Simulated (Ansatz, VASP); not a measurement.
## One calculation of Ga3As3CO, two programs

```
Ga As O C
1.0
     4.01370    0.00000    0.00000
     0.00000    5.67623    0.00000
     0.00000    0.00000   23.33527
Ga As O C
3 3 1 1
Direct
  0.50000 0.50000 0.17141
  0.00000 0.06538 0.26800
  0.50000 0.48946 0.32285
  0.00000 0.25000 0.17141
  0.50000 0.81022 0.25049
  0.00000 0.28876 0.35934
  0.50000 0.03876 0.48361
  0.50000 0.03876 0.53290
```

Alike in both runs: task single point; functional PBE; dispersion D3(BJ); k mesh 7 × 5 × 1; occupations gaussian, width 0.05 eV; no spin polarisation.

|  | VASP | Ansatz |
| --- | --- | --- |
| version | VASP 6.6.1 | Ansatz 0.2.0 |
| potentials or method | VASP PAW PBE potentials, release 64 (Ga_d, As, O, C), cutoff 520 eV | scalar-relativistic, plane waves, PAW |
| valence electrons in the cell | 64 | 94 |

```csv
,VASP,Ansatz,Ansatz less VASP
gap on the k mesh at the Fermi level (eV),0.40,0.41,+0.008
least direct gap on the mesh (eV),0.76,0.76,+0.003
rms of the force components (eV/Å),0.378,0.544,+0.1661
```

One of these differences is far larger than is usual between the two programs; its cause wasn't traced. VASP's potentials hold 64 valence electrons a cell and Ansatz's 94, so a difference there can come from the potentials and not from the codes.

Noted on VASP's run: the standard files for N, O and F lose accuracy on very short bonds.
